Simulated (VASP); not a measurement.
# Zr (P6_3/mmc) in VASP: a series of runs, part 2 of 2

VASP 6.6.1. The steps go on from the part before.

## (4) Relaxation of cell and atoms, PBE, target pressure 2 GPa, at which the enthalpy is minimised

This run uses another cell than the first one, of 23.28 Å³/atom.

INCAR reads:

```
SYSTEM = Zr
  ALGO = Normal
  EDIFF = 1E-6
  EDIFFG = -0.005
  ENCUT = 600
  GGA = PE
  IBRION = 2
  ISIF = 3
  ISMEAR = -1
  LASPH = .True.
  LCHARG = .False.
  LREAL = .False.
  LWAVE = .False.
  NELM = 100
  NSW = 80
  PREC = Accurate
  PSTRESS = 20.0
  SIGMA = 0.05
```

KPOINTS reads:

```
k-points
0
Gamma
  9 9 5
  0 0 0
```

POSCAR reads:

```
Zr
1.0
    3.2320000000      0.0000000000      0.0000000000
   -1.6160000000      2.7989941050      0.0000000000
    0.0000000000      0.0000000000      5.1470000000
Zr
2
Direct
    0.6666666667      0.3333333333      0.7500000000
    0.3333333333      0.6666666667      0.2500000000
```

Potentials or basis: VASP PAW PBE potentials, release 64 (Zr_sv).

On the command line:

```bash
$ cat potpaw_PBE.64/Zr_sv/POTCAR > POTCAR
$ mpirun -np 1 vasp_std > vasp.out
```

OUTCAR:

```text
SYSTEM = Zr
   EDIFF = 1E-6
   EDIFFG = -0.005
   ENCUT = 600
   GGA = PE
   IBRION = 2
   ISIF = 3
   ISMEAR = -1
   LASPH = .True.
   LREAL = .False.
   NELM = 100
   NSW = 80
   PREC = Accurate
   PSTRESS = 20.0

 ion  position               nearest neighbor table
   1  0.667  0.333  0.750-   2 3.18   2 3.18   2 3.18   2 3.18   2 3.18   2 3.18
   2  0.333  0.667  0.250-   1 3.18   1 3.18   1 3.18   1 3.18   1 3.18   1 3.18

  LATTYP: Found a hexagonal cell.
 ALAT       =     3.2320000000
 C/A-ratio  =     1.5925123762

  Lattice vectors:

 A1 = (   3.2320000000,   0.0000000000,   0.0000000000)
 A2 = (  -1.6160000000,   2.7989941050,   0.0000000000)
 A3 = (   0.0000000000,   0.0000000000,   5.1470000000)

Analysis of symmetry for initial positions (statically):
=====================================================================
 Subroutine PRICEL returns:
 Original cell was already a primitive cell.

 Routine SETGRP: Setting up the symmetry group for a
 hexagonal supercell.

 Subroutine GETGRP returns: Found 24 space group operations
 (whereof 12 operations were pure point group operations)
 out of a pool of 24 trial point group operations.

The static configuration has the point symmetry D_3d.
 The point group associated with its full space group is D_6h.

Analysis of symmetry for dynamics (positions and initial velocities):
=====================================================================
 Subroutine PRICEL returns:
 Original cell was already a primitive cell.

 Routine SETGRP: Setting up the symmetry group for a
 hexagonal supercell.

 Subroutine GETGRP returns: Found 24 space group operations
 (whereof 12 operations were pure point group operations)
 out of a pool of 24 trial point group operations.

The dynamic configuration has the point symmetry D_3d.
 The point group associated with its full space group is D_6h.

 Subroutine INISYM returns: Found 24 space group operations
 (whereof 12 operations are pure point group operations),
 and found     1 'primitive' translations

----------------------------------------------------------------------------------------

                                     Primitive cell

  volume of cell :      46.5616

  direct lattice vectors                    reciprocal lattice vectors
     3.232000000  0.000000000  0.000000000     0.309405941  0.178635603  0.000000000
    -1.616000000  2.798994105  0.000000000     0.000000000  0.357271206  0.000000000
     0.000000000  0.000000000  5.147000000     0.000000000  0.000000000  0.194287935

  length of vectors
     3.232000000  3.232000000  5.147000000     0.357271206  0.357271206  0.194287935

  position of ions in fractional coordinates (direct lattice)
     0.666666667  0.333333333  0.750000000
     0.333333333  0.666666667  0.250000000

  ion indices of the primitive-cell ions
   primitive index   ion index
                 1           1
                 2           2

----------------------------------------------------------------------------------------

 KPOINTS: k-points

Automatic generation of k-mesh.
 Grid dimensions read from file:
 generate k-points for:    9    9    5

 Generating k-lattice:

  Cartesian coordinates                     Fractional coordinates (reciprocal lattice)
     0.034378438  0.019848400  0.000000000     0.111111111  0.000000000  0.000000000
     0.000000000  0.039696801  0.000000000     0.000000000  0.111111111  0.000000000
     0.000000000  0.000000000  0.038857587     0.000000000  0.000000000  0.200000000

  Length of vectors
     0.039696801  0.039696801  0.038857587

  Shift w.r.t. Gamma in fractional coordinates (k-lattice)
     0.000000000  0.000000000  0.000000000

 Subroutine IBZKPT returns following result:
 ===========================================

 Found     36 irreducible k-points:

 Following reciprocal coordinates:
            Coordinates               Weight
  0.000000  0.000000  0.000000      1.000000
  0.111111  0.000000  0.000000      6.000000
  0.222222  0.000000  0.000000      6.000000
  0.333333  0.000000  0.000000      6.000000
  0.444444  0.000000  0.000000      6.000000
  0.111111  0.111111  0.000000      6.000000
[... 16 lines left out ...]
  0.333333  0.222222  0.200000     24.000000
  0.333333  0.333333  0.200000      4.000000
 [... further k-points ...]
   k-points           NKPTS =     36   k-points in BZ     NKDIM =     36   number of bands    NBANDS=     16
   number of dos      NEDOS =    301   number of ions     NIONS =      2
   total plane-waves  NPLWV =  32928
   dimension x,y,z NGX =    28 NGY =   28 NGZ =   42
   dimension x,y,z NGXF=    56 NGYF=   56 NGZF=   84
   ions per type =               2
   NGX,Y,Z   is equivalent  to a cutoff of  14.40, 14.40, 13.57 a.u.
   NGXF,Y,Z  is equivalent  to a cutoff of  28.80, 28.80, 27.13 a.u.
 SYSTEM =  Zr
   PREC   = accura    normal or accurate (medium, high low for compatibility)
   ISTART =      0    job   : 0-new  1-cont  2-samecut
   ICHARG =      2    charge: 1-file 2-atom 10-const
   ISPIN  =      1    spin polarized calculation?
   LNONCOLLINEAR =      F non collinear calculations
   LSORBIT =      F    spin-orbit coupling
   LASPH  =      T    aspherical Exc in radial PAW
   ENCUT  =  600.0 eV  44.10 Ry    6.64 a.u.   6.46  6.46 10.28*2*pi/ulx,y,z
   NELM   =    100;   NELMIN=  2; NELMDL= -5     # of ELM steps
   EDIFF  = 0.1E-05   stopping-criterion for ELM
   LREAL  =      F    real-space projection
   EDIFFG = -.5E-02   stopping-criterion for IOM
   NSW    =     80    number of steps for IOM
   IBRION =      2    ionic relax: 0-MD 1-quasi-New 2-CG
   NFREE  =      1    steps in history (QN), initial steepest desc. (CG)
   ISIF   =      3    stress and relaxation
   ISYM   =      2    0-nonsym 1-usesym 2-fastsym
   POTIM  = 0.5000    time-step for ionic-motion
   TEBEG  =    0.0;   TEEND  =   0.0 temperature during run
   PSTRESS=   20.0 pullay stress
   NELECT =      24.0000    total number of electrons
   NUPDOWN=      -1.0000    fix difference up-down
   EMIN   =  10.00;   EMAX   =-10.00  energy-range for DOS
   EFERMI =   0.00;   METHOD = LEGACY
   ISMEAR =    -1;   SIGMA  =   0.05  broadening in eV -4-tet -1-fermi 0-gaus
   EFERMI_NEDOS =   21; number of points for ismear=-14 and -15
   IALGO  =     38    algorithm
   IMIX   =      4    mixing-type and parameters
     AMIX     =   0.40;   BMIX     =  1.00
     AMIX_MAG =   1.60;   BMIX_MAG =  1.00
  volume/ion in A,a.u.               =      23.28       157.11
  Fermi-wavevector in a.u.,A,eV,Ry     =   1.312611  2.480475 23.442130  1.722948
  Thomas-Fermi vector in A             =   2.442991
   LORBIT       =      0    0 simple, 1 ext, 2 COOP (PROOUT), +10 PAW based schemes
   GGA     = PE    functional components
   LHFCALC =     F    Hartree Fock is set to
   AEXX    =    0.0000 exact exchange contribution
   IVDW    =     0    specifies the selected vdW correction
   LEPSILON=     F    determine dielectric tensor
   LRPA    =     F    only Hartree local field effects (RPA)
 conjugate gradient relaxation of ions
 non-spin polarized calculation
  energy-cutoff  :      600.00
  volume of cell :       46.56
 maximum number of plane-waves:      1572
 NGX is ok and might be reduce to    28
   NGX = 13   NGY = 13   NGZ = 21

--------------------------------------- Ionic step        1  -------------------------------------------

 number of electron      24.0000000 magnetization

 Free energy of the ion-electron system (eV)
  ---------------------------------------------------
  ext. energy  EPLUGINS =         0.00000000
  ---------------------------------------------------
  free energy    TOTEN  =       -17.05363116 eV

  energy without entropy =      -17.03739432  energy(sigma->0) =      -17.04551274

------------------------ aborting loop because EDIFF is reached ----------------------------------------

  FORCE on cell =-STRESS in cart. coord.  units (eV):
  Direction    XX          YY          ZZ          XY          YZ          ZX
  --------------------------------------------------------------------------------------
  -------------------------------------------------------------------------------------
  Total        0.0614471      0.0614471      0.3171988      0.0000000      0.0000000      0.0000000
  in kB        2.1143879      2.1143879     10.9147707      0.0000000      0.0000000      0.0000000
  external PRESSURE =     -14.9521512 kB  Pullay stress =      20.0000000 kB
[... 139 lines left out ...]
--------------------------------------- Ionic step        5  -------------------------------------------

 number of electron      24.0000000 magnetization

 Free energy of the ion-electron system (eV)
  ---------------------------------------------------
  ext. energy  EPLUGINS =         0.00000000
  ---------------------------------------------------
  free energy    TOTEN  =       -17.04884346 eV

  energy without entropy =      -17.03274963  energy(sigma->0) =      -17.04079654

 E-fermi :   9.1718     XC(G=0): -11.1540

 val. band max:        9.1602136012   @ k =   0.0000   0.0000   0.4000
 cond. band min:       9.1719094072   @ k =   0.3333   0.3333   0.4000
 fundamental gap:      0.0116958060
 Fermi energy:         9.1717792928

 k-point     1 :       0.0000    0.0000    0.0000
  band No.  band energies     occupation
      1     -39.6368      2.00000
      2     -39.4779      2.00000
      3     -18.1776      2.00000
      4     -17.2648      2.00000
      5     -17.2648      2.00000
      6     -17.1396      2.00000
[... 433 lines left out ...]
      3     -17.8374      2.00000
      4     -17.8245      2.00000
      5     -17.8245      2.00000
      6     -17.5742      2.00000
[... 8 lines left out ...]
     15      10.9217      0.00000
     16      12.9110      0.00000

 [... further k-points ...]
[... 5 lines left out ...]
  --------------------------------------------------------------------------------------
  -------------------------------------------------------------------------------------
  Total        0.5703196      0.5703196      0.5756335      0.0000000      0.0000000      0.0000000
  in kB       19.9352793     19.9352793     20.1210250      0.0000000      0.0000000      0.0000000
  external PRESSURE =      -0.0028055 kB  Pullay stress =      20.0000000 kB
[... 21 lines left out ...]
  energy  without entropy=      -17.0327496275  energy(sigma->0) =      -17.04079654

  enthalpy is  TOTEN    =       -16.4766723238 eV   P V=        0.5721711344

 reached required accuracy - stopping structural energy minimisation
```

OSZICAR:

```text
N       E                     dE             d eps       ncg     rms          rms(c)
DAV:   1     0.230045936342E+03    0.23005E+03   -0.14710E+04  1152   0.166E+03
DAV:   2    -0.315645964463E+01   -0.23320E+03   -0.23138E+03  1480   0.433E+02
[... 38 lines left out ...]
   4 F= -.16476631E+02 E0= -.16468527E+02  d E =-.389961E-03
       N       E                     dE             d eps       ncg     rms          rms(c)
DAV:   1    -0.170492738571E+02   -0.56658E-03   -0.28562E-02  1152   0.159E+00    0.119E-01
DAV:   2    -0.170489426866E+02    0.33117E-03   -0.87022E-04  1320   0.238E-01    0.570E-02
DAV:   3    -0.170488430045E+02    0.99682E-04   -0.41123E-04  1560   0.147E-01    0.120E-02
DAV:   4    -0.170488434582E+02   -0.45376E-06   -0.71785E-06  1296   0.252E-02
   5 F= -.16476672E+02 E0= -.16468625E+02  d E =-.430801E-03
```

CONTCAR:

```text
Zr
   1.00000000000000
     3.2047275490966420    0.0000000000000000    0.0000000000000000
    -1.6023637745483210    2.7753754696933948    0.0000000000000000
     0.0000000000000000    0.0000000000000000    5.1533978476637028
  Zr
     2
Direct
     0.6666666667000030    0.3333333332999970    0.7500000000000000
     0.3333333332999970    0.6666666667000030    0.2500000000000000

  0.00000000E+00  0.00000000E+00  0.00000000E+00
  0.00000000E+00  0.00000000E+00  0.00000000E+00
```

Run time: 45 s. Hardware: 1 thread of Intel Xeon 6975P-C (Granite Rapids), shared host; peak memory 0.19 GiB.

Results:

```
Free energy                                                : -17.0488 eV
Relaxed volume                                             : 22.92 Å³/atom
Relaxed cell                                               : a = 3.205 Å, b = 3.205 Å, c = 5.153 Å, α = 90.00°, β = 90.00°, γ = 120.00°
Space group after relaxing (to 0.1 Å)                      : P6_3/mmc (No. 194)
Energy change on relaxing (the run minimises the enthalpy) : +2.4 meV/atom
Ionic steps                                                : 5
Pressure after relaxing                                    : 2.0 GPa
Band gap on the k mesh                                     : zero (bands 12 and 13 overlap by 1.14 eV)
```

The path:
```csv
step,energy change (eV),largest force (eV/Å),pressure (GPa),volume (Å³)
1,0.0000,0.0000,0.50,46.56
2,0.0177,0.0000,3.67,45.11
3,0.0055,0.0000,2.09,45.81
4,0.0049,0.0000,2.03,45.83
5,0.0048,0.0000,2.00,45.84
```

Final structure:
```
CELL_PARAMETERS angstrom
3.20473 0.00000 0.00000
-1.60236 2.77538 0.00000
0.00000 0.00000 5.15340
ATOMIC_POSITIONS crystal
Zr 0.66667 0.33333 0.75000
Zr 0.33333 0.66667 0.25000
```

Caveat: the cell is relaxed towards a set pressure, so the run minimises the enthalpy, not the energy.

## (5) Overview

```tsv
task	cell	cutoff (eV)	gap on the mesh (eV)	pressure (GPa)
single point	a = 3.228, b = 3.228, c = 5.183 Å, angles 90.0, 90.0, 120.0°, 2 atoms	520	none	0.0
relaxation of cell and atoms	relaxed from a = 3.232, b = 3.232, c = 5.147 Å, angles 90.0, 90.0, 120.0°, 2 atoms	600	none	0.0
relaxation of cell and atoms	relaxed to 2 GPa from a = 3.232, b = 3.232, c = 5.147 Å, angles 90.0, 90.0, 120.0°, 2 atoms	600	none	2.0
```

Alike in all rows: level PBE; potentials or basis VASP PAW PBE potentials, release 64 (Zr_sv); no spin polarisation; k mesh 9 × 9 × 5; smearing fermi-dirac 0.05 eV.

Caveats: the cell is relaxed towards a set pressure, so the run minimises the enthalpy, not the energy (at least some runs).

Absolute energies hang on the potentials; compare differences alone.

The gap in the log of VASP goes by the Fermi energy; the results here count the filled bands.